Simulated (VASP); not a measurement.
# SiC (P6_3mc) in VASP: further runs

SiC is run at these levels: PBE; tasks: single point.

Everything below comes from runs of VASP 6.6.1. Logs are shortened: lines on timing, memory, paths and dates and some standing lists are left out, and cuts for length are marked.

## 1. The cell of the first run

It takes space group P6_3mc (No. 186, hexagonal). The conventional cell has a = 3.013 Å, b = 3.013 Å, c = 9.865 Å, α = 90.00°, β = 90.00°, γ = 120.00°. Si (site symmetry 3m) has 4 C at 1.84 to 1.85 Å within 2.4 Å. Si (site symmetry 3m) has 4 C at 1.85 to 1.86 Å within 2.4 Å. C (site symmetry 3m) has 4 Si at 1.85 Å within 2.4 Å. C (site symmetry 3m) has 4 Si at 1.84 to 1.86 Å within 2.4 Å.

## 2. Single point, PBE

INCAR reads:

```
ALGO     = Normal         # electronic algorithm
EDIFF    = 1E-6           # SCF threshold, eV
ENCUT    = 520            # plane-wave cutoff, eV
GGA      = PE             # functional
ISIF     = 2              # what is computed and relaxed
ISMEAR   = -1             # smearing method
LASPH    = T              # aspherical terms in the spheres
LCHARG   = F              # write CHGCAR
LREAL    = F              # projectors in reciprocal space
LWAVE    = F              # write WAVECAR
NBANDS   = 26             # bands
NELM     = 80             # most SCF steps
PREC     = Accurate       # precision mode
SIGMA    = 0.05           # smearing width, eV
```

KPOINTS reads:

```
k-points
0
Gamma
  10 10 3
```

POSCAR reads:

```
SiC
1.0
    3.0129072637      0.0000000000      0.0000000000
   -1.5064536318      2.6092542296      0.0000000000
    0.0000000000      0.0000000000      9.8650653976
Si C
4 4
Direct
    0.0000000000      0.0000000000      0.1878943800
    0.0000000000      0.0000000000      0.6878943800
    0.3333333333      0.6666666667      0.4378419800
    0.6666666667      0.3333333333      0.9378419800
    0.0000000000      0.0000000000      0.0004600500
    0.0000000000      0.0000000000      0.5004600500
    0.3333333333      0.6666666667      0.2498025900
    0.6666666667      0.3333333333      0.7498025900
```

Potentials or basis: VASP PAW PBE potentials, release 64 (Si, C).

On the command line:

```bash
$ cat potpaw_PBE.64/Si/POTCAR potpaw_PBE.64/C/POTCAR > POTCAR
$ mpirun -np 1 vasp_std > vasp.out
```

OUTCAR:

```text
EDIFF = 1E-6
   ENCUT = 520
   GGA = PE
   ISIF = 2
   ISMEAR = -1
   LASPH = T
   LREAL = F
   NELM = 80
   PREC = Accurate

 ion  position               nearest neighbor table
   1  0.000  0.000  0.188-   7 1.84   7 1.84   7 1.84   5 1.85   3 3.02   3 3.02   3 3.02   4 3.02
                             4 3.02   4 3.02
   2  0.000  0.000  0.688-   8 1.84   8 1.84   8 1.84   6 1.85   4 3.02   4 3.02   4 3.02   3 3.02
                             3 3.02   3 3.02
   3  0.333  0.667  0.438-   6 1.85   6 1.85   6 1.85   7 1.86   1 3.02   1 3.02   1 3.02   2 3.02
                             2 3.02   2 3.02
   4  0.667  0.333  0.938-   5 1.85   5 1.85   5 1.85   8 1.86   2 3.02   2 3.02   2 3.02   1 3.02
                             1 3.02   1 3.02
   5  0.000  0.000  0.000-   4 1.85   4 1.85   4 1.85   1 1.85
   6  0.000  0.000  0.500-   3 1.85   3 1.85   3 1.85   2 1.85
   7  0.333  0.667  0.250-   1 1.84   1 1.84   1 1.84   3 1.86
   8  0.667  0.333  0.750-   2 1.84   2 1.84   2 1.84   4 1.86

  LATTYP: Found a hexagonal cell.
 ALAT       =     3.0129072637
 C/A-ratio  =     3.2742678530

  Lattice vectors:

 A1 = (   3.0129072637,   0.0000000000,   0.0000000000)
 A2 = (  -1.5064536318,   2.6092542296,   0.0000000000)
 A3 = (   0.0000000000,   0.0000000000,   9.8650653976)

Analysis of symmetry for initial positions (statically):
=====================================================================
 Subroutine PRICEL returns:
 Original cell was already a primitive cell.

 Routine SETGRP: Setting up the symmetry group for a
 hexagonal supercell.

 Subroutine GETGRP returns: Found 12 space group operations
 (whereof  6 operations were pure point group operations)
 out of a pool of 24 trial point group operations.

The static configuration has the point symmetry C_3v.
 The point group associated with its full space group is C_6v.

Analysis of symmetry for dynamics (positions and initial velocities):
=====================================================================
 Subroutine PRICEL returns:
 Original cell was already a primitive cell.

 Routine SETGRP: Setting up the symmetry group for a
 hexagonal supercell.

 Subroutine GETGRP returns: Found 12 space group operations
 (whereof  6 operations were pure point group operations)
 out of a pool of 24 trial point group operations.

The dynamic configuration has the point symmetry C_3v.
 The point group associated with its full space group is C_6v.

 Subroutine INISYM returns: Found 12 space group operations
 (whereof  6 operations are pure point group operations),
 and found     1 'primitive' translations

----------------------------------------------------------------------------------------

                                     Primitive cell

  volume of cell :      77.5536

  direct lattice vectors                    reciprocal lattice vectors
     3.012907264  0.000000000  0.000000000     0.331905337  0.191625636  0.000000000
    -1.506453632  2.609254230  0.000000000     0.000000000  0.383251271  0.000000000
     0.000000000  0.000000000  9.865065398     0.000000000  0.000000000  0.101367802

  length of vectors
     3.012907264  3.012907264  9.865065398     0.383251271  0.383251271  0.101367802

  position of ions in fractional coordinates (direct lattice)
     0.000000000  0.000000000  0.187894380
     0.000000000  0.000000000  0.687894380
     0.333333333  0.666666667  0.437841980
     0.666666667  0.333333333  0.937841980
     0.000000000  0.000000000  0.000460050
     0.000000000  0.000000000  0.500460050
     0.333333333  0.666666667  0.249802590
     0.666666667  0.333333333  0.749802590

  ion indices of the primitive-cell ions
   primitive index   ion index
                 1           1
                 2           2
                 3           3
                 4           4
                 5           5
                 6           6
                 7           7
                 8           8

----------------------------------------------------------------------------------------

 KPOINTS: k-points

Automatic generation of k-mesh.
 Grid dimensions read from file:
 generate k-points for:   10   10    3

 Generating k-lattice:

  Cartesian coordinates                     Fractional coordinates (reciprocal lattice)
     0.033190534  0.019162564  0.000000000     0.100000000  0.000000000  0.000000000
     0.000000000  0.038325127  0.000000000     0.000000000  0.100000000  0.000000000
     0.000000000  0.000000000  0.033789267     0.000000000  0.000000000  0.333333333

  Length of vectors
     0.038325127  0.038325127  0.033789267

  Shift w.r.t. Gamma in fractional coordinates (k-lattice)
     0.000000000  0.000000000  0.000000000

 Subroutine IBZKPT returns following result:
 ===========================================

 Found     28 irreducible k-points:

 Following reciprocal coordinates:
            Coordinates               Weight
  0.000000  0.000000  0.000000      1.000000
[... 39 lines left out ...]
   NUPDOWN=      -1.0000    fix difference up-down
   EMIN   =  10.00;   EMAX   =-10.00  energy-range for DOS
   EFERMI =   0.00;   METHOD = LEGACY
   ISMEAR =    -1;   SIGMA  =   0.05  broadening in eV -4-tet -1-fermi 0-gaus
   EFERMI_NEDOS =   21; number of points for ismear=-14 and -15
   IALGO  =     38    algorithm
   IMIX   =      4    mixing-type and parameters
     AMIX     =   0.40;   BMIX     =  1.00
     AMIX_MAG =   1.60;   BMIX_MAG =  1.00
  volume/ion in A,a.u.               =       9.69        65.42
  Fermi-wavevector in a.u.,A,eV,Ry     =   1.218777  2.303154 20.210318  1.485416
  Thomas-Fermi vector in A             =   2.354051
   LORBIT       =      0    0 simple, 1 ext, 2 COOP (PROOUT), +10 PAW based schemes
   GGA     = PE    functional components
   LHFCALC =     F    Hartree Fock is set to
   AEXX    =    0.0000 exact exchange contribution
   IVDW    =     0    specifies the selected vdW correction
   LEPSILON=     F    determine dielectric tensor
   LRPA    =     F    only Hartree local field effects (RPA)
 non-spin polarized calculation
  energy-cutoff  :      520.00
  volume of cell :       77.55
 maximum number of plane-waves:      2137
 NGX is ok and might be reduce to    24
   NGX = 11   NGY = 11   NGZ = 37

 number of electron      31.9999999 magnetization

 Free energy of the ion-electron system (eV)
  ---------------------------------------------------
  ext. energy  EPLUGINS =         0.00000000
  ---------------------------------------------------
  free energy    TOTEN  =       -59.87689555 eV

  energy without entropy =      -59.87689555  energy(sigma->0) =      -59.87689555

 E-fermi :   9.9802     XC(G=0): -11.6398

 val. band max:        8.9253211661   @ k =   0.0000   0.0000   0.0000
 cond. band min:      11.1581205745   @ k =   0.5000  -0.0000   0.0000
 fundamental gap:      2.2327994084
 Fermi energy:         9.9802183917

 k-point     1 :       0.0000    0.0000    0.0000
  band No.  band energies     occupation
      1      -7.0799      2.00000
      2      -5.8406      2.00000
      3      -5.7992      2.00000
      4      -3.2665      2.00000
      5      -0.0586      2.00000
      6       4.4189      2.00000
[... 18 lines left out ...]
     25      16.8083      0.00000
     26      17.3444      0.00000

 k-point     2 :       0.1000   -0.0000    0.0000
  band No.  band energies     occupation
      1      -6.8972      2.00000
      2      -5.6638      2.00000
      3      -5.6216      2.00000
      4      -3.1129      2.00000
      5       0.1126      2.00000
      6       4.4784      2.00000
[... 18 lines left out ...]
     25      16.8981      0.00000
     26      17.2398      0.00000

 k-point     3 :       0.2000   -0.0000    0.0000
  band No.  band energies     occupation
      1      -6.3555      2.00000
      2      -5.1425      2.00000
      3      -5.0972      2.00000
      4      -2.6730      2.00000
      5       0.6075      2.00000
      6       4.2582      2.00000
[... 572 lines left out ...]
 k-point    23 :       0.3000    0.1000    0.3333
  band No.  band energies     occupation
      1      -4.6768      2.00000
      2      -4.2893      2.00000
      3      -2.8790      2.00000
      4      -2.0874      2.00000
      5       1.4338      2.00000
      6       1.7172      2.00000
[... 18 lines left out ...]
     25      17.6458      0.00000
     26      18.7309      0.00000

 k-point    24 :       0.4000    0.1000    0.3333
  band No.  band energies     occupation
      1      -3.5372      2.00000
      2      -3.2282      2.00000
      3      -2.2706      2.00000
      4      -1.8831      2.00000
      5       0.4949      2.00000
      6       0.8925      2.00000
[... 18 lines left out ...]
     25      17.3174      0.00000
     26      18.1849      0.00000

 [... further k-points ...]
[... 5 lines left out ...]
  --------------------------------------------------------------------------------------
  -------------------------------------------------------------------------------------
  Total        9.6105158      9.6105158      9.4273026      0.0000000      0.0000000      0.0000000
  in kB      198.5432598    198.5432598    194.7582662      0.0000000      0.0000000      0.0000000
  external PRESSURE =     197.2815953 kB  Pullay stress =       0.0000000 kB

 VOLUME and BASIS-vectors are now :
 -----------------------------------------------------------------------------
  energy-cutoff  :      520.00
  volume of cell :       77.55
      direct lattice vectors                 reciprocal lattice vectors
     3.012907264  0.000000000  0.000000000     0.331905337  0.191625636  0.000000000
    -1.506453632  2.609254230  0.000000000     0.000000000  0.383251271  0.000000000
     0.000000000  0.000000000  9.865065398     0.000000000  0.000000000  0.101367802

 POSITION                                       TOTAL-FORCE (eV/Angst)
 -----------------------------------------------------------------------------------
      0.00000      0.00000      1.85359        -0.000000     -0.000000      0.012438
      0.00000      0.00000      6.78612        -0.000000      0.000000      0.012438
     -0.00000      1.73950      4.31934         0.000000      0.000000     -0.027134
      1.50645      0.86975      9.25187         0.000000      0.000000     -0.027134
      0.00000      0.00000      0.00454         0.000000     -0.000000     -0.001797
      0.00000      0.00000      4.93707        -0.000000      0.000000     -0.001797
     -0.00000      1.73950      2.46432        -0.000000     -0.000000      0.016493
      1.50645      0.86975      7.39685         0.000000      0.000000      0.016493
 -----------------------------------------------------------------------------------
    total drift:                               -0.000000     -0.000000      0.000541

  FREE ENERGIE OF THE ION-ELECTRON SYSTEM (eV)
  ---------------------------------------------------
  free  energy   TOTEN  =       -59.8768955513 eV

  energy  without entropy=      -59.8768955512  energy(sigma->0) =      -59.87689555
```

It took 33 s on 1 thread of Intel Xeon Platinum 8375C at 2.90GHz (Ice Lake), shared host; peak memory 0.21 GiB.

What came out:

```
Free energy            : -59.8769 eV
Pressure               : 19.7 GPa
Largest force          : 0.027 eV/Å
Band gap on the k mesh : 2.23 eV, indirect (least direct gap 3.37 eV)
```

Forces on the atoms (eV/Å):
```
Si   0.000  0.000  0.012
Si   0.000  0.000  0.012
Si   0.000  0.000 -0.027
Si   0.000  0.000 -0.027
C    0.000  0.000 -0.002
C    0.000  0.000 -0.002
C    0.000  0.000  0.016
C    0.000  0.000  0.016
```

A k mesh can miss the band edges. Expect the measured gap to be larger: semilocal functionals such as PBE lack the derivative discontinuity.

## 3. Single point, PBE

This run uses another cell than the first one, of 10.52 Å³/atom, 1.085 times its volume.

INCAR reads:

```
SYSTEM = SiC
  PREC = Accurate
  ENCUT = 520
  EDIFF = 1E-6
  ISMEAR = -1
  SIGMA = 0.05
  LREAL = .FALSE.
  LASPH = .TRUE.
  NELM = 100
  ALGO = Normal
  ISIF = 2
  LWAVE = .FALSE.
  LCHARG = .FALSE.
  GGA = PE
  NBANDS = 26
```

KPOINTS reads:

```
Automatic mesh
0
G
  10 10 3
  0 0 0
```

POSCAR, as its differences from that of step 2:

```diff
@@ -2,5 +2,5 @@
 1.0
-    3.0129072637      0.0000000000      0.0000000000
-   -1.5064536318      2.6092542296      0.0000000000
-    0.0000000000      0.0000000000      9.8650653976
+    3.0960635787      0.0000000000      0.0000000000
+   -1.5480317893      2.6812697109      0.0000000000
+    0.0000000000      0.0000000000     10.1373414467
 Si C
```

Potentials or basis: VASP PAW PBE potentials, release 64 (Si, C).

On the command line:

```bash
$ cat potpaw_PBE.64/Si/POTCAR potpaw_PBE.64/C/POTCAR > POTCAR
$ mpirun -np 1 vasp_std > vasp.out
```

Wall time 34 s (1 thread of Intel Xeon Platinum 8375C at 2.90GHz (Ice Lake), shared host); peak memory 0.21 GiB.

Results (log left out):

| Property | Result |
| --- | --- |
| Free energy | -60.2485 eV |
| Pressure | -0.5 GPa |
| Band gap on the k mesh | 2.22 eV, indirect (least direct gap 3.34 eV) |

Forces in eV/Å, atoms in the order of the input:
```
Si   0.000  0.000 -0.001
Si   0.000  0.000 -0.001
Si   0.000  0.000  0.001
Si   0.000  0.000  0.001
C    0.000  0.000 -0.002
C    0.000  0.000 -0.002
C    0.000  0.000  0.002
C    0.000  0.000  0.002
```

Levels at points of the mesh, in eV from the valence-band top:
| k point | band 13 | band 14 | band 15 | band 16 | band 17 | band 18 | band 19 | band 20 |
| --- | --- | --- | --- | --- | --- | --- | --- | --- |
| (0.00, 0.00, 0.00) | -0.58 | -0.05 | 0.00 | 0.00 | 4.95 | 5.53 | 6.09 | 6.16 |
| (0.50, 0.00, 0.00) | -2.34 | -2.20 | -1.56 | -1.12 | 2.22 | 2.34 | 4.17 | 4.64 |

A k mesh can miss the band edges.

## 4. Single point, PBE

INCAR reads:

```
SYSTEM = SiC
PREC = Accurate
ENCUT = 520
EDIFF = 1E-7
ISMEAR = -1
SIGMA = 0.05
LREAL = .False.
LASPH = .True.
NELM = 60
ALGO = Normal
ISIF = 2
LWAVE = .False.
LCHARG = .False.
GGA = PE
NBANDS = 26
```

KPOINTS reads:

```
regular mesh
0
Gamma
  10 10 3
  0 0 0
```

POSCAR, as its differences from that of step 3:

```diff
@@ -2,5 +2,5 @@
 1.0
-    3.0960635787      0.0000000000      0.0000000000
-   -1.5480317893      2.6812697109      0.0000000000
-    0.0000000000      0.0000000000     10.1373414467
+    3.0129072637      0.0000000000      0.0000000000
+   -1.5064536318      2.6092542296      0.0000000000
+    0.0000000000      0.0000000000      9.8650653976
 Si C
```

On the command line:

```bash
$ cat potpaw_PBE.64/Si/POTCAR potpaw_PBE.64/C/POTCAR > POTCAR
$ mpirun -np 1 vasp_std > vasp.out
```

Run time: 48 s. Hardware: 1 thread of Intel Xeon Platinum 8488C (Sapphire Rapids), shared host; peak memory 0.21 GiB.

Results (log left out):

- Free energy: -59.8769 eV
- Pressure: 19.7 GPa
- Largest force: 0.027 eV/Å
- Band gap on the k mesh: 2.23 eV, indirect (least direct gap 3.37 eV)

Forces on the atoms (eV/Å):
```
Si   0.000  0.000  0.012
Si   0.000  0.000  0.012
Si   0.000  0.000 -0.027
Si   0.000  0.000 -0.027
C    0.000  0.000 -0.002
C    0.000  0.000 -0.002
C    0.000  0.000  0.016
C    0.000  0.000  0.016
```

Stress tensor (GPa, compression positive):
```
19.85  0.00  0.00
 0.00 19.85  0.00
 0.00  0.00 19.47
```

Levels at points of the mesh, in eV from the valence-band top:
| k point | band 12 | band 13 | band 14 | band 15 | band 16 | band 17 | band 18 | band 19 | band 20 | band 21 |
| --- | --- | --- | --- | --- | --- | --- | --- | --- | --- | --- |
| (0.00, 0.00, 0.00) | -0.59 | -0.59 | -0.05 | 0.00 | 0.00 | 5.66 | 6.24 | 6.90 | 7.03 | 7.31 |
| (0.50, 0.00, 0.00) | -2.47 | -2.44 | -2.29 | -1.62 | -1.14 | 2.23 | 2.41 | 4.42 | 5.13 | 5.58 |

## 5. Single point, PBE

This run uses another cell than the first one, of 9.90 Å³/atom, 1.021 times its volume.

INCAR reads:

```
SYSTEM = SiC
PREC     = Accurate       ! precision mode
ENCUT    = 520            ! plane-wave cutoff, eV
EDIFF    = 1E-7           ! SCF threshold, eV
ISMEAR   = -1             ! smearing method
SIGMA    = 0.05           ! smearing width, eV
LREAL    = .False.        ! projectors in reciprocal space
LASPH    = .True.         ! aspherical terms in the spheres
NELM     = 60             ! most SCF steps
ALGO     = Normal         ! electronic algorithm
ISIF     = 2              ! what is computed and relaxed
LWAVE    = .False.        ! write WAVECAR
LCHARG   = .False.        ! write CHGCAR
GGA      = PE             ! functional
NBANDS   = 26             ! bands
```

KPOINTS is that of step 4.

POSCAR, as its differences from that of step 4:

```diff
@@ -2,5 +2,5 @@
 1.0
-    3.0129072637      0.0000000000      0.0000000000
-   -1.5064536318      2.6092542296      0.0000000000
-    0.0000000000      0.0000000000      9.8650653976
+    3.0341256196      0.0000000000      0.0000000000
+   -1.5170628097      2.6276298648      0.0000000000
+    0.0000000000      0.0000000000      9.9345399781
 Si C
```

On the command line:

```bash
$ cat potpaw_PBE.64/Si/POTCAR potpaw_PBE.64/C/POTCAR > POTCAR
$ mpirun -np 1 vasp_std > vasp.out
```

Run time: 48 s. Hardware: 1 thread of Intel Xeon Platinum 8488C (Sapphire Rapids), shared host; peak memory 0.21 GiB.

The run converged. Its results:

| Property | Result |
| --- | --- |
| Free energy | -60.0502 eV |
| Pressure | 13.9 GPa |
| Largest force | 0.019 eV/Å |
| Band gap on the k mesh | 2.23 eV, indirect (least direct gap 3.36 eV) |

Forces on the atoms (eV/Å):
```
Si   0.000  0.000  0.008
Si   0.000  0.000  0.008
Si   0.000  0.000 -0.019
Si   0.000  0.000 -0.019
C    0.000  0.000 -0.002
C    0.000  0.000 -0.002
C    0.000  0.000  0.013
C    0.000  0.000  0.013
```

Stress tensor (GPa, compression positive):
```
14.01  0.00  0.00
 0.00 14.01  0.00
 0.00  0.00 13.73
```

Levels at points of the mesh, in eV from the valence-band top:
```
           k point  band 14  band 15  band 16  band 17  band 18  band 19
(0.00, 0.00, 0.00)    -0.05     0.00     0.00     5.47     6.05     6.71
(0.50, 0.00, 0.00)    -2.26    -1.61    -1.13     2.23     2.39     4.35
```

A k mesh can miss the band edges.

## 6. Overview

```csv
cell,gap on the mesh (eV),pressure (GPa),largest force (eV/Å)
"a = 3.013, b = 3.013, c = 9.865 Å, angles 90.0, 90.0, 120.0°, 8 atoms",2.23,19.7,0.03
"a = 3.096, b = 3.096, c = 10.137 Å, angles 90.0, 90.0, 120.0°, 8 atoms",2.22,-0.5,-
"a = 3.034, b = 3.034, c = 9.935 Å, angles 90.0, 90.0, 120.0°, 8 atoms",2.23,13.9,0.02
```

Alike in all rows: task single point; level PBE; potentials or basis VASP PAW PBE potentials, release 64 (Si, C); no spin polarisation; k mesh 10 × 10 × 3; cutoff (eV) 520; smearing fermi-dirac 0.05 eV.

Total energies depend on the potentials used, so only differences within one code and one set of settings carry meaning.
